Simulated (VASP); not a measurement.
# TiC8 (P6/mmm) in VASP: a series of runs

TiC8 is run at these levels: PBE+D3(BJ); tasks: single point.

Program: VASP 6.6.1. These are calculated values, not measurements. Logs are shortened: lines on timing, memory, paths and dates and some standing lists are left out, and cuts for length are marked.

### 1 The cell of the first run

It takes space group P6/mmm (No. 191, hexagonal). Conventional cell: a = 4.912 Å, b = 4.912 Å, c = 4.020 Å, α = 90.00°, β = 90.00°, γ = 120.00°. Ti (site symmetry 6/mmm) has 12 C at 2.46 Å within 3.2 Å. C (site symmetry -6m2) has 3 C at 1.42 Å within 1.9 Å. Within 1.9 Å of C (site symmetry mm2) lie 3 C at 1.42 Å.

### 2 Single point, PBE+D3(BJ)

Input file INCAR:

```
PREC = Accurate
ENCUT = 520
EDIFF = 1E-7
ISMEAR = 0
SIGMA = 0.1
LREAL = F
LASPH = T
NELM = 100
ALGO = Normal
ISIF = 2
LWAVE = F
LCHARG = F
GGA = PE
IVDW = 12
NBANDS = 32
```

Input file KPOINTS:

```
Automatic mesh
0
Gamma
  6 6 4
```

Input file POSCAR:

```
TiC8
1.0
    4.9120360200      0.0000000000      0.0000000000
   -2.4560180100      4.2539479800      0.0000000000
    0.0000000000      0.0000000000      4.0204105200
Ti C
1 8
Direct
    0.0000000000      0.0000000000      0.5000000000
    0.3333333300      0.6666666700      0.0000000000
    0.3333333300      0.1666666700      0.0000000000
    0.8333333300      0.6666666700      0.0000000000
    0.8333333300      0.1666666700      0.0000000000
    0.1666666700      0.8333333300      0.0000000000
    0.1666666700      0.3333333300      0.0000000000
    0.6666666700      0.8333333300      0.0000000000
    0.6666666700      0.3333333300      0.0000000000
```

Potentials or basis: VASP PAW PBE potentials, release 64 (Ti_sv, C).

The run is started by

```sh
$ cat potpaw_PBE.64/Ti_sv/POTCAR potpaw_PBE.64/C/POTCAR > POTCAR
$ mpirun -np 1 vasp_std > vasp.out
```

OUTCAR:

```text
PREC = Accurate
   ENCUT = 520
   EDIFF = 1E-7
   ISMEAR = 0
   LREAL = F
   LASPH = T
   NELM = 100
   ISIF = 2
   GGA = PE
   IVDW = 12
 IVDW          = 12

 ion  position               nearest neighbor table
   1  0.000  0.000  0.500-   3 2.46   8 2.46   3 2.46   8 2.46   7 2.46   4 2.46   7 2.46   4 2.46
                             5 2.46   6 2.46   5 2.46   6 2.46
   2  0.333  0.667  0.000-   6 1.42   8 1.42   7 1.42
   3  0.333  0.167  0.000-   7 1.42   9 1.42   6 1.42   1 2.46   1 2.46
   4  0.833  0.667  0.000-   8 1.42   6 1.42   9 1.42   1 2.46   1 2.46
   5  0.833  0.167  0.000-   9 1.42   7 1.42   8 1.42   1 2.46   1 2.46
   6  0.167  0.833  0.000-   2 1.42   4 1.42   3 1.42   1 2.46   1 2.46
   7  0.167  0.333  0.000-   3 1.42   5 1.42   2 1.42   1 2.46   1 2.46
   8  0.667  0.833  0.000-   4 1.42   2 1.42   5 1.42   1 2.46   1 2.46
   9  0.667  0.333  0.000-   5 1.42   3 1.42   4 1.42

  LATTYP: Found a hexagonal cell.
 ALAT       =     4.9120360200
 C/A-ratio  =     0.8184814817

  Lattice vectors:

 A1 = (   4.9120360200,   0.0000000000,   0.0000000000)
 A2 = (  -2.4560180100,   4.2539479800,   0.0000000000)
 A3 = (   0.0000000000,   0.0000000000,   4.0204105200)

Analysis of symmetry for initial positions (statically):
=====================================================================
 Subroutine PRICEL returns:
 Original cell was already a primitive cell.

 Routine SETGRP: Setting up the symmetry group for a
 hexagonal supercell.

 Subroutine GETGRP returns: Found 24 space group operations
 (whereof 24 operations were pure point group operations)
 out of a pool of 24 trial point group operations.

The static configuration has the point symmetry D_6h.

Analysis of symmetry for dynamics (positions and initial velocities):
=====================================================================
 Subroutine PRICEL returns:
 Original cell was already a primitive cell.

 Routine SETGRP: Setting up the symmetry group for a
 hexagonal supercell.

 Subroutine GETGRP returns: Found 24 space group operations
 (whereof 24 operations were pure point group operations)
 out of a pool of 24 trial point group operations.

The dynamic configuration has the point symmetry D_6h.

 Subroutine INISYM returns: Found 24 space group operations
 (whereof 24 operations are pure point group operations),
 and found     1 'primitive' translations

----------------------------------------------------------------------------------------

                                     Primitive cell

  volume of cell :      84.0087

  direct lattice vectors                    reciprocal lattice vectors
     4.912036020  0.000000000  0.000000000     0.203581569  0.117537874  0.000000000
    -2.456018010  4.253947980  0.000000000     0.000000000  0.235075747  0.000000000
     0.000000000  0.000000000  4.020410520     0.000000000  0.000000000  0.248730819

  length of vectors
     4.912036020  4.912036022  4.020410520     0.235075747  0.235075747  0.248730819

  position of ions in fractional coordinates (direct lattice)
     0.000000000  0.000000000  0.500000000
     0.333333330  0.666666670  0.000000000
     0.333333330  0.166666670  0.000000000
     0.833333330  0.666666670  0.000000000
     0.833333330  0.166666670  0.000000000
     0.166666670  0.833333330  0.000000000
     0.166666670  0.333333330  0.000000000
     0.666666670  0.833333330  0.000000000
     0.666666670  0.333333330  0.000000000

  ion indices of the primitive-cell ions
   primitive index   ion index
                 1           1
                 2           2
                 3           3
                 4           4
                 5           5
                 6           6
                 7           7
                 8           8
                 9           9

----------------------------------------------------------------------------------------

 KPOINTS: Automatic mesh

Automatic generation of k-mesh.
 Grid dimensions read from file:
 generate k-points for:    6    6    4

 Generating k-lattice:

  Cartesian coordinates                     Fractional coordinates (reciprocal lattice)
     0.033930262  0.019589646  0.000000000     0.166666667  0.000000000  0.000000000
     0.000000000  0.039179291  0.000000000     0.000000000  0.166666667  0.000000000
     0.000000000  0.000000000  0.062182705     0.000000000  0.000000000  0.250000000

  Length of vectors
     0.039179291  0.039179291  0.062182705

  Shift w.r.t. Gamma in fractional coordinates (k-lattice)
     0.000000000  0.000000000  0.000000000

 Subroutine IBZKPT returns following result:
 ===========================================

 Found     21 irreducible k-points:

 Following reciprocal coordinates:
            Coordinates               Weight
  0.000000  0.000000  0.000000      1.000000
  0.166667 -0.000000  0.000000      6.000000
  0.333333 -0.000000  0.000000      6.000000
  0.500000  0.000000  0.000000      3.000000
  0.166667  0.166667  0.000000      6.000000
  0.333333  0.166667  0.000000     12.000000
[... 13 lines left out ...]
  0.333333  0.166667  0.500000     12.000000
  0.333333  0.333333  0.500000      2.000000
   k-points           NKPTS =     21   k-points in BZ     NKDIM =     21   number of bands    NBANDS=     32
   number of dos      NEDOS =    301   number of ions     NIONS =      9
   total plane-waves  NPLWV =  48000
   dimension x,y,z NGX =    40 NGY =   40 NGZ =   30
   dimension x,y,z NGXF=    80 NGYF=   80 NGZF=   60
   ions per type =               1   8
   NGX,Y,Z   is equivalent  to a cutoff of  13.54, 13.54, 12.41 a.u.
   NGXF,Y,Z  is equivalent  to a cutoff of  27.08, 27.08, 24.81 a.u.
 SYSTEM =  unknown system
   PREC   = accura    normal or accurate (medium, high low for compatibility)
   ISTART =      0    job   : 0-new  1-cont  2-samecut
   ICHARG =      2    charge: 1-file 2-atom 10-const
   ISPIN  =      1    spin polarized calculation?
   LNONCOLLINEAR =      F non collinear calculations
   LSORBIT =      F    spin-orbit coupling
   LASPH  =      T    aspherical Exc in radial PAW
   ENCUT  =  520.0 eV  38.22 Ry    6.18 a.u.   9.13  9.13  7.48*2*pi/ulx,y,z
   NELM   =    100;   NELMIN=  2; NELMDL= -5     # of ELM steps
   EDIFF  = 0.1E-06   stopping-criterion for ELM
   LREAL  =      F    real-space projection
   EDIFFG = 0.1E-05   stopping-criterion for IOM
   NSW    =      0    number of steps for IOM
   IBRION =     -1    ionic relax: 0-MD 1-quasi-New 2-CG
   NFREE  =      0    steps in history (QN), initial steepest desc. (CG)
   ISIF   =      2    stress and relaxation
   ISYM   =      2    0-nonsym 1-usesym 2-fastsym
   POTIM  = 0.5000    time-step for ionic-motion
   TEBEG  =    0.0;   TEEND  =   0.0 temperature during run
   PSTRESS=    0.0 pullay stress
   NELECT =      44.0000    total number of electrons
   NUPDOWN=      -1.0000    fix difference up-down
   EMIN   =  10.00;   EMAX   =-10.00  energy-range for DOS
   EFERMI =   0.00;   METHOD = LEGACY
   ISMEAR =     0;   SIGMA  =   0.10  broadening in eV -4-tet -1-fermi 0-gaus
   EFERMI_NEDOS =   21; number of points for ismear=-14 and -15
   IALGO  =     38    algorithm
   IMIX   =      4    mixing-type and parameters
     AMIX     =   0.40;   BMIX     =  1.00
     AMIX_MAG =   1.60;   BMIX_MAG =  1.00
  volume/ion in A,a.u.               =       9.33        62.99
  Fermi-wavevector in a.u.,A,eV,Ry     =   1.319626  2.493732 23.693376  1.741414
  Thomas-Fermi vector in A             =   2.449511
   LORBIT       =      0    0 simple, 1 ext, 2 COOP (PROOUT), +10 PAW based schemes
   GGA     = PE    functional components
   LHFCALC =     F    Hartree Fock is set to
   AEXX    =    0.0000 exact exchange contribution
   IVDW    =    12    specifies the selected vdW correction
   LEPSILON=     F    determine dielectric tensor
   LRPA    =     F    only Hartree local field effects (RPA)
 non-spin polarized calculation
 Gauss-broadening in eV      SIGMA  =   0.10
  energy-cutoff  :      520.00
  volume of cell :       84.01
 maximum number of plane-waves:      2289
 NGX is ok and might be reduce to    40
   NGX = 19   NGY = 19   NGZ = 15

 number of electron      43.9999998 magnetization

 Free energy of the ion-electron system (eV)
  ---------------------------------------------------
  ext. energy  EPLUGINS =         0.00000000
  ---------------------------------------------------
  free energy    TOTEN  =       -79.68951417 eV

  energy without entropy =      -79.66770510  energy(sigma->0) =      -79.67860964

 E-fermi :   7.1225     XC(G=0): -10.7082

 val. band max:        7.0862089645   @ k =   0.1667   0.1667   0.2500
 cond. band min:       7.1333749812   @ k =   0.3333  -0.0000   0.5000
 fundamental gap:      0.0471660167
 Fermi energy:         7.1225443590

 k-point     1 :       0.0000    0.0000    0.0000
  band No.  band energies     occupation
      1     -50.5643      2.00000
      2     -26.9285      2.00000
      3     -26.8839      2.00000
      4     -26.8839      2.00000
      5     -14.1135      2.00000
      6      -8.8696      2.00000
[... 24 lines left out ...]
     31      13.2355      0.00000
     32      13.7016      0.00000

 k-point     2 :       0.1667   -0.0000    0.0000
  band No.  band energies     occupation
      1     -50.5643      2.00000
      2     -26.9284      2.00000
      3     -26.8843      2.00000
      4     -26.8840      2.00000
      5     -13.9491      2.00000
      6     -10.0603      2.00000
[... 24 lines left out ...]
     31      13.3967      0.00000
     32      13.5343      0.00000
[... 628 lines left out ...]
     31      14.1484      0.00000
     32      14.2718      0.00000

 k-point    21 :       0.3333    0.3333    0.5000
  band No.  band energies     occupation
      1     -50.5631      2.00000
      2     -26.9760      2.00000
      3     -26.8801      2.00000
      4     -26.8801      2.00000
      5     -12.2397      2.00000
      6     -11.8394      2.00000
[... 24 lines left out ...]
     31      13.5636      0.00000
     32      14.7720      0.00000

------------------------ aborting loop because EDIFF is reached ----------------------------------------

 Edisp (eV)   -1.60669

 E8    (eV) :    -0.5456

  FORCE on cell =-STRESS in cart. coord.  units (eV):
  Direction    XX          YY          ZZ          XY          YZ          ZX
  --------------------------------------------------------------------------------------
  -------------------------------------------------------------------------------------
  Total       8.18960     8.18960    -7.48679     0.00000     0.00000    -0.00000
  in kB     156.18862   156.18862  -142.78491     0.00000     0.00000    -0.00000
  external pressure =       56.53 kB  Pullay stress =        0.00 kB

 VOLUME and BASIS-vectors are now :
 -----------------------------------------------------------------------------
  energy-cutoff  :      520.00
  volume of cell :       84.01
      direct lattice vectors                 reciprocal lattice vectors
     4.912036020  0.000000000  0.000000000     0.203581569  0.117537874  0.000000000
    -2.456018010  4.253947980  0.000000000     0.000000000  0.235075747  0.000000000
     0.000000000  0.000000000  4.020410520     0.000000000  0.000000000  0.248730819

 POSITION                                       TOTAL-FORCE (eV/Angst)
 -----------------------------------------------------------------------------------
      0.00000      0.00000      2.01021        -0.000000      0.000000      0.000000
     -0.00000      2.83597      0.00000        -0.000000      0.000000      0.000000
      1.22801      0.70899      0.00000         0.537947      0.310584     -0.000000
      2.45602      2.83597      0.00000        -0.000000     -0.621168     -0.000000
      3.68403      0.70899      0.00000        -0.537947      0.310584      0.000000
     -1.22801      3.54496      0.00000         0.537947     -0.310584      0.000000
      0.00000      1.41798      0.00000        -0.000000      0.621168      0.000000
      1.22801      3.54496      0.00000        -0.537947     -0.310584     -0.000000
      2.45602      1.41798      0.00000        -0.000000      0.000000      0.000000
 -----------------------------------------------------------------------------------
    total drift:                               -0.000000      0.000000      0.000000

  FREE ENERGIE OF THE ION-ELECTRON SYSTEM (eV)
  ---------------------------------------------------
  free  energy   TOTEN  =       -81.2962015684 eV

  energy  without entropy=      -81.2743924996  energy(sigma->0) =      -81.28529703
```

It took 43 s on 1 thread of AMD EPYC 9R45 (Zen 5), shared host; peak memory 0.2 GiB.

What came out:

```yaml
Free_energy: -81.2962 eV
Pressure: 5.7 GPa
Largest_force: 0.621 eV/Å
Band_gap_on_the_k_mesh: zero (band 22 reaches 7.38 eV, above the bottom of band 23 at 5.42 eV)
Dispersion_energy_per_atom: -0.179 eV
```

Forces in eV/Å, atoms in the order of the input:
```
Ti   0.000  0.000  0.000
C    0.000  0.000  0.000
C    0.538  0.311  0.000
C    0.000 -0.621  0.000
C   -0.538  0.311  0.000
C    0.538 -0.311  0.000
C    0.000  0.621  0.000
C   -0.538 -0.311  0.000
C    0.000  0.000  0.000
```

Stress tensor (GPa, compression positive):
```
 15.62   0.00   0.00
  0.00  15.62   0.00
  0.00   0.00 -14.28
```

Levels at points of the mesh, in eV from the Fermi level:
| k point | band 18 | band 19 | band 20 | band 21 | band 22 | band 23 | band 24 | band 25 | band 26 | band 27 |
| --- | --- | --- | --- | --- | --- | --- | --- | --- | --- | --- |
| (0.00, 0.00, 0.00) | -4.40 | -4.40 | -3.25 | -1.03 | 0.19 | 0.19 | 0.20 | 0.20 | 0.47 | 2.08 |
| (0.50, 0.00, 0.00) | -6.36 | -5.60 | -3.92 | -0.43 | -0.25 | 0.49 | 0.50 | 1.15 | 2.14 | 2.58 |
| (0.00, 0.00, 0.50) | -4.37 | -4.37 | -3.79 | -2.07 | -2.07 | -1.70 | 0.99 | 0.99 | 1.26 | 2.66 |
| (0.50, 0.00, 0.50) | -6.35 | -5.15 | -4.90 | -1.22 | 0.02 | 0.58 | 0.96 | 1.02 | 1.07 | 3.11 |

Caveat: the k points lie up to 0.39 Å⁻¹ apart; pairwise dispersion overbinds metals, which lowers pressure and volume.

### 3 Single point, PBE+D3(BJ)

This run uses another cell than the first one, of 8.75 Å³/atom, 0.938 times its volume.

Input file INCAR:

```
  PREC = Accurate
  ENCUT = 520
  EDIFF = 1E-6
  ISMEAR = 0
  SIGMA = 0.1
  LREAL = F
  LASPH = T
  NELM = 100
  ALGO = Normal
  ISIF = 2
  LWAVE = F
  LCHARG = F
  GGA = PE
  IVDW = 12
  NBANDS = 32
```

KPOINTS is that of step 2.

Input file POSCAR:

```
TiC8
1.0
    5.0008348246      0.0000000000      0.0000000000
   -2.5004174123      4.3308499982      0.0000000000
    0.0000000000      0.0000000000      3.6365816575
Ti C
1 8
Direct
    0.0000000000      0.0000000000      0.5000000000
    0.3333333333      0.6666666667      0.0000000000
    0.3364462903      0.1682231452      0.0000000000
    0.8317768548      0.6635537097      0.0000000000
    0.8317768548      0.1682231452      0.0000000000
    0.1682231452      0.8317768548      0.0000000000
    0.1682231452      0.3364462903      0.0000000000
    0.6635537097      0.8317768548      0.0000000000
    0.6666666667      0.3333333333      0.0000000000
```

Potentials or basis: VASP PAW PBE potentials, release 64 (Ti_sv, C).

The run is started by

```sh
$ cat potpaw_PBE.64/Ti_sv/POTCAR potpaw_PBE.64/C/POTCAR > POTCAR
$ mpirun -np 1 vasp_std > vasp.out
```

Wall time 40 s (1 thread of AMD EPYC 9R45 (Zen 5), shared host); peak memory 0.19 GiB.

It converged, with:

```yaml
Free_energy: -81.8553 eV
Pressure: 0.5 GPa
Largest_force: 0.014 eV/Å
Band_gap_on_the_k_mesh: zero (band 22 reaches 8.10 eV, above the bottom of band 23 at 6.38 eV)
Dispersion_energy_per_atom: -0.191 eV
```

Forces in eV/Å, atoms in the order of the input:
```
Ti   0.000  0.000  0.000
C    0.000  0.000  0.000
C    0.012  0.007  0.000
C    0.000 -0.014  0.000
C   -0.012  0.007  0.000
C    0.012 -0.007  0.000
C    0.000  0.014  0.000
C   -0.012 -0.007  0.000
C    0.000  0.000  0.000
```

Stress tensor (GPa, compression positive):
```
0.64 0.00 0.00
0.00 0.64 0.00
0.00 0.00 0.14
```

Levels at points of the mesh, in eV from the Fermi level:
| k point | band 19 | band 20 | band 21 | band 22 | band 23 | band 24 | band 25 | band 26 |
| --- | --- | --- | --- | --- | --- | --- | --- | --- |
| (0.00, 0.00, 0.00) | -4.66 | -3.14 | -0.94 | 0.17 | 0.17 | 0.32 | 0.32 | 0.89 |
| (0.50, 0.00, 0.00) | -5.72 | -3.69 | -0.61 | -0.30 | 0.58 | 0.68 | 0.94 | 3.04 |
| (0.00, 0.00, 0.50) | -4.57 | -4.14 | -2.72 | -2.72 | -1.38 | 1.19 | 1.53 | 1.53 |
| (0.50, 0.00, 0.50) | -5.29 | -5.23 | -1.95 | 0.12 | 0.58 | 0.65 | 1.56 | 1.78 |

Caveat: the k points lie up to 0.43 Å⁻¹ apart; pairwise dispersion overbinds metals, which lowers pressure and volume.

[end of part 1 of 2]
